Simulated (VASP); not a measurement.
# Si5Ge2 (C2/m) in VASP: single point with PBE

Aim: the single point of Si5Ge2 with PBE.

All numbers are computed with VASP 6.6.1; they aren't measurements. Logs are shortened: lines on timing, memory, paths and dates and some standing lists are left out, and cuts for length are marked.

### Step 1. The cell of the first run

It takes space group C2/m (No. 12, monoclinic). The conventional cell has a = 8.946 Å, b = 6.047 Å, c = 4.930 Å, α = 90.00°, β = 115.70°, γ = 90.00°. Si (site symmetry 2/m) has 4 Si at 2.48 Å and 2 Ge at 2.58 Å within 3.3 Å. Si (site symmetry 1) has 4 Si at 2.46 to 2.52 Å and 3 Ge at 2.84 to 2.92 Å within 3.2 Å. Within 3.8 Å of Ge (site symmetry m) lie 15 Si at 2.58 to 3.69 Å and 3 Ge at 3.11 to 3.80 Å.

The cell was built from a structure type or drawn by symmetry, and may not be a known phase.

### Step 2. Single point, PBE

Input file INCAR:

```
SYSTEM = Si5Ge2
PREC = Accurate ; ENCUT = 520
EDIFF = 1E-6 ; ISMEAR = 0
SIGMA = 0.1 ; LREAL = .False.
LASPH = .True. ; NELM = 80
ALGO = Normal ; ISIF = 2
LWAVE = .False. ; LCHARG = .False.
GGA = PE ; NBANDS = 33
```

Input file KPOINTS:

```
regular mesh
0
Gamma
  6 6 8
  0 0 0
```

Input file POSCAR:

```
Si5Ge2
1.0
    4.4637015503     -3.0235514098     -0.2857402621
    4.4637015503      3.0235514098     -0.2857402621
   -1.8493602173      0.0000000000      4.5695431249
Si Ge
5 2
Direct
    0.0000000000      0.0000000000      0.0000000000
    0.3980272874      0.8053311277      0.3860046480
    0.1946688723      0.6019727126      0.6139953520
    0.6019727126      0.1946688723      0.6139953520
    0.8053311277      0.3980272874      0.3860046480
    0.2933564154      0.2933564154      0.0217589727
    0.7066435846      0.7066435846      0.9782410273
```

Potentials or basis: VASP PAW PBE potentials, release 64 (Si, Ge_d).

The run is started by

```bash
$ cat potpaw_PBE.64/Si/POTCAR potpaw_PBE.64/Ge_d/POTCAR > POTCAR
$ mpirun -np 1 vasp_std > vasp.out
```

OUTCAR:

```text
SYSTEM = Si5Ge2
   PREC = Accurate
   ENCUT = 520
   EDIFF = 1E-6
   ISMEAR = 0
   LREAL = .False.
   LASPH = .True.
   NELM = 80
   ISIF = 2
   GGA = PE

 ion  position               nearest neighbor table
   1  0.000  0.000  0.000-   2 2.48   3 2.48   4 2.48   5 2.48   6 2.58   7 2.58
   2  0.398  0.805  0.386-   4 2.46   5 2.46   1 2.48   3 2.52   6 2.84   7 2.84   7 2.92
   3  0.195  0.602  0.614-   5 2.46   4 2.46   1 2.48   2 2.52   7 2.84   6 2.84   6 2.92
   4  0.602  0.195  0.614-   2 2.46   3 2.46   1 2.48   5 2.52   7 2.84   6 2.84   6 2.92
   5  0.805  0.398  0.386-   3 2.46   2 2.46   1 2.48   4 2.52   6 2.84   7 2.84   7 2.92
   6  0.293  0.293  0.022-   1 2.58   2 2.84   5 2.84   3 2.84   4 2.84   4 2.92   3 2.92
   7  0.707  0.707  0.978-   1 2.58   4 2.84   3 2.84   2 2.84   5 2.84   2 2.92   5 2.92

  LATTYP: Found a base centered monoclinic cell.
 ALAT       =     8.9456758331
 B/A-ratio  =     0.6759805444
 C/A-ratio  =     0.5510584212
 COS(beta)  =    -0.4336061976

  Lattice vectors:

 A1 = (   4.4637015503,  -3.0235514098,  -0.2857402621)
 A2 = (   4.4637015503,   3.0235514098,  -0.2857402621)
 A3 = (  -1.8493602173,   0.0000000000,   4.5695431249)

Analysis of symmetry for initial positions (statically):
=====================================================================
 Subroutine PRICEL returns:
 Original cell was already a primitive cell.

 Routine SETGRP: Setting up the symmetry group for a
 base centered monoclinic supercell.

 Subroutine GETGRP returns: Found  4 space group operations
 (whereof  4 operations were pure point group operations)
 out of a pool of  4 trial point group operations.

The static configuration has the point symmetry C_2h.

Analysis of symmetry for dynamics (positions and initial velocities):
=====================================================================
 Subroutine PRICEL returns:
 Original cell was already a primitive cell.

 Routine SETGRP: Setting up the symmetry group for a
 base centered monoclinic supercell.

 Subroutine GETGRP returns: Found  4 space group operations
 (whereof  4 operations were pure point group operations)
 out of a pool of  4 trial point group operations.

The dynamic configuration has the point symmetry C_2h.

 Subroutine INISYM returns: Found  4 space group operations
 (whereof  4 operations are pure point group operations),
 and found     1 'primitive' translations

----------------------------------------------------------------------------------------

                                     Primitive cell

  volume of cell :     120.1477

  direct lattice vectors                    reciprocal lattice vectors
     4.463701550 -3.023551410 -0.285740262     0.114993857 -0.165368447  0.046539678
     4.463701550  3.023551410 -0.285740262     0.114993857  0.165368447  0.046539678
    -1.849360217  0.000000000  4.569543125     0.014381471  0.000000000  0.224660648

  length of vectors
     5.398901940  5.398901940  4.929590002     0.206727482  0.206727482  0.225120487

  position of ions in fractional coordinates (direct lattice)
     0.000000000  0.000000000  0.000000000
     0.398027287  0.805331128  0.386004648
     0.194668872  0.601972713  0.613995352
     0.601972713  0.194668872  0.613995352
     0.805331128  0.398027287  0.386004648
     0.293356415  0.293356415  0.021758973
     0.706643585  0.706643585  0.978241027

  ion indices of the primitive-cell ions
   primitive index   ion index
                 1           1
                 2           2
                 3           3
                 4           4
                 5           5
                 6           6
                 7           7

----------------------------------------------------------------------------------------

 KPOINTS: regular mesh

Automatic generation of k-mesh.
 Grid dimensions read from file:
 generate k-points for:    6    6    8

 Generating k-lattice:

  Cartesian coordinates                     Fractional coordinates (reciprocal lattice)
     0.019165643 -0.027561408  0.007756613     0.166666667  0.000000000 -0.000000000
     0.019165643  0.027561408  0.007756613     0.000000000  0.166666667 -0.000000000
     0.001797684  0.000000000  0.028082581     0.000000000  0.000000000  0.125000000

  Length of vectors
     0.034454580  0.034454580  0.028140061

  Shift w.r.t. Gamma in fractional coordinates (k-lattice)
     0.000000000  0.000000000  0.000000000

 Subroutine IBZKPT returns following result:
 ===========================================

 Found     89 irreducible k-points:

 Following reciprocal coordinates:
            Coordinates               Weight
  0.000000  0.000000  0.000000      1.000000
  0.166667  0.000000  0.000000      4.000000
  0.333333  0.000000  0.000000      4.000000
  0.500000  0.000000  0.000000      2.000000
  0.166667  0.166667  0.000000      2.000000
  0.333333  0.166667  0.000000      4.000000
[... 16 lines left out ...]
 -0.333333  0.166667  0.125000      4.000000
 -0.166667  0.166667  0.125000      4.000000
 [... further k-points ...]
   k-points           NKPTS =     89   k-points in BZ     NKDIM =     89   number of bands    NBANDS=     33
   number of dos      NEDOS =    301   number of ions     NIONS =      7
   total plane-waves  NPLWV =  64000
   dimension x,y,z NGX =    40 NGY =   40 NGZ =   40
   dimension x,y,z NGXF=    80 NGYF=   80 NGZF=   80
   ions per type =               5   2
   NGX,Y,Z   is equivalent  to a cutoff of  12.32, 12.32, 13.49 a.u.
   NGXF,Y,Z  is equivalent  to a cutoff of  24.63, 24.63, 26.98 a.u.
 SYSTEM =  Si5Ge2
   PREC   = accura    normal or accurate (medium, high low for compatibility)
   ISTART =      0    job   : 0-new  1-cont  2-samecut
   ICHARG =      2    charge: 1-file 2-atom 10-const
   ISPIN  =      1    spin polarized calculation?
   LNONCOLLINEAR =      F non collinear calculations
   LSORBIT =      F    spin-orbit coupling
   LASPH  =      T    aspherical Exc in radial PAW
   ENCUT  =  520.0 eV  38.22 Ry    6.18 a.u.  10.04 10.04  9.17*2*pi/ulx,y,z
   NELM   =     80;   NELMIN=  2; NELMDL= -5     # of ELM steps
   EDIFF  = 0.1E-05   stopping-criterion for ELM
   LREAL  =      F    real-space projection
   EDIFFG = 0.1E-04   stopping-criterion for IOM
   NSW    =      0    number of steps for IOM
   IBRION =     -1    ionic relax: 0-MD 1-quasi-New 2-CG
   NFREE  =      0    steps in history (QN), initial steepest desc. (CG)
   ISIF   =      2    stress and relaxation
   ISYM   =      2    0-nonsym 1-usesym 2-fastsym
   POTIM  = 0.5000    time-step for ionic-motion
   TEBEG  =    0.0;   TEEND  =   0.0 temperature during run
   PSTRESS=    0.0 pullay stress
   NELECT =      48.0000    total number of electrons
   NUPDOWN=      -1.0000    fix difference up-down
   EMIN   =  10.00;   EMAX   =-10.00  energy-range for DOS
   EFERMI =   0.00;   METHOD = LEGACY
   ISMEAR =     0;   SIGMA  =   0.10  broadening in eV -4-tet -1-fermi 0-gaus
   EFERMI_NEDOS =   21; number of points for ismear=-14 and -15
   IALGO  =     38    algorithm
   IMIX   =      4    mixing-type and parameters
     AMIX     =   0.40;   BMIX     =  1.00
     AMIX_MAG =   1.60;   BMIX_MAG =  1.00
  volume/ion in A,a.u.               =      17.16       115.83
  Fermi-wavevector in a.u.,A,eV,Ry     =   1.205730  2.278499 19.779945  1.453785
  Thomas-Fermi vector in A             =   2.341418
   LORBIT       =      0    0 simple, 1 ext, 2 COOP (PROOUT), +10 PAW based schemes
   GGA     = PE    functional components
   LHFCALC =     F    Hartree Fock is set to
   AEXX    =    0.0000 exact exchange contribution
   IVDW    =     0    specifies the selected vdW correction
   LEPSILON=     F    determine dielectric tensor
   LRPA    =     F    only Hartree local field effects (RPA)
 non-spin polarized calculation
 Gauss-broadening in eV      SIGMA  =   0.10
  energy-cutoff  :      520.00
  volume of cell :      120.15
 maximum number of plane-waves:      3253
   NGX = 21   NGY = 21   NGZ = 19

 number of electron      47.9999986 magnetization

 Free energy of the ion-electron system (eV)
  ---------------------------------------------------
  ext. energy  EPLUGINS =         0.00000000
  ---------------------------------------------------
  free energy    TOTEN  =       -33.41050728 eV

  energy without entropy =      -33.39413484  energy(sigma->0) =      -33.40232106

 E-fermi :   7.7520     XC(G=0): -10.7578

 val. band max:        7.7499368681   @ k =   0.1667   0.0000   0.1250
 cond. band min:       7.7636610834   @ k =   0.5000   0.0000   0.5000
 fundamental gap:      0.0137242152
 Fermi energy:         7.7519544883

 k-point     1 :       0.0000    0.0000    0.0000
  band No.  band energies     occupation
      1     -17.0026      2.00000
      2     -16.9934      2.00000
      3     -16.9736      2.00000
      4     -16.9719      2.00000
      5     -16.9616      2.00000
      6     -16.9609      2.00000
[... 25 lines left out ...]
     32      14.1911      0.00000
     33      14.5761      0.00000

 k-point     2 :       0.1667    0.0000    0.0000
  band No.  band energies     occupation
      1     -17.0009      2.00000
      2     -16.9917      2.00000
      3     -16.9762      2.00000
      4     -16.9724      2.00000
      5     -16.9619      2.00000
      6     -16.9606      2.00000
[... 25 lines left out ...]
     32      13.6633      0.00000
     33      14.0297      0.00000
[... 754 lines left out ...]
     32      12.0893      0.00000
     33      12.5859      0.00000

 k-point    24 :      -0.1667    0.1667    0.1250
  band No.  band energies     occupation
      1     -16.9961      2.00000
      2     -16.9870      2.00000
      3     -16.9817      2.00000
      4     -16.9752      2.00000
      5     -16.9618      2.00000
      6     -16.9606      2.00000
[... 25 lines left out ...]
     32      13.1237      0.00000
     33      13.2918      0.00000

 [... further k-points ...]

------------------------ aborting loop because EDIFF is reached ----------------------------------------

  FORCE on cell =-STRESS in cart. coord.  units (eV):
  Direction    XX          YY          ZZ          XY          YZ          ZX
  --------------------------------------------------------------------------------------
  -------------------------------------------------------------------------------------
  Total       -0.0333135     -0.0585972     -0.0205164      0.0000000      0.0000000      0.0053699
  in kB       -0.4442380     -0.7813974     -0.2735877      0.0000000      0.0000000      0.0716078
  external PRESSURE =      -0.4997410 kB  Pullay stress =       0.0000000 kB

 VOLUME and BASIS-vectors are now :
 -----------------------------------------------------------------------------
  energy-cutoff  :      520.00
  volume of cell :      120.15
      direct lattice vectors                 reciprocal lattice vectors
     4.463701550 -3.023551410 -0.285740262     0.114993857 -0.165368447  0.046539678
     4.463701550  3.023551410 -0.285740262     0.114993857  0.165368447  0.046539678
    -1.849360217  0.000000000  4.569543125     0.014381471  0.000000000  0.224660648

 POSITION                                       TOTAL-FORCE (eV/Angst)
 -----------------------------------------------------------------------------------
      0.00000      0.00000      0.00000         0.000000     -0.000000     -0.000000
      4.65757      1.23150      1.42002         0.003460     -0.002292      0.000733
      2.42047      1.23150      2.57805        -0.003460     -0.002292     -0.000733
      2.42047     -1.23150      2.57805        -0.003460      0.002292     -0.000733
      4.65757     -1.23150      1.42002         0.003460      0.002292      0.000733
      2.57867      0.00000     -0.06822        -0.001639     -0.000000     -0.003989
      4.49937      0.00000      4.06628         0.001639     -0.000000      0.003989
 -----------------------------------------------------------------------------------
    total drift:                               -0.000000     -0.000000     -0.000000

  FREE ENERGIE OF THE ION-ELECTRON SYSTEM (eV)
  ---------------------------------------------------
  free  energy   TOTEN  =       -33.4105072779 eV

  energy  without entropy=      -33.3941348391  energy(sigma->0) =      -33.40232106
```

Wall time 7.9 min (1 thread of Intel Xeon 6975P-C (Granite Rapids), shared host); peak memory 0.41 GiB.

Results:

```
Free energy            : -33.4105 eV
Pressure               : 0.0 GPa
Largest force          : 0.004 eV/Å
Band gap on the k mesh : zero (bands 24 and 25 overlap by 3.11 eV)
```

Forces in eV/Å, atoms in the order of the input:
```
Si   0.000  0.000  0.000
Si   0.003 -0.002  0.001
Si  -0.003 -0.002 -0.001
Si  -0.003  0.002 -0.001
Si   0.003  0.002  0.001
Ge  -0.002  0.000 -0.004
Ge   0.002  0.000  0.004
```
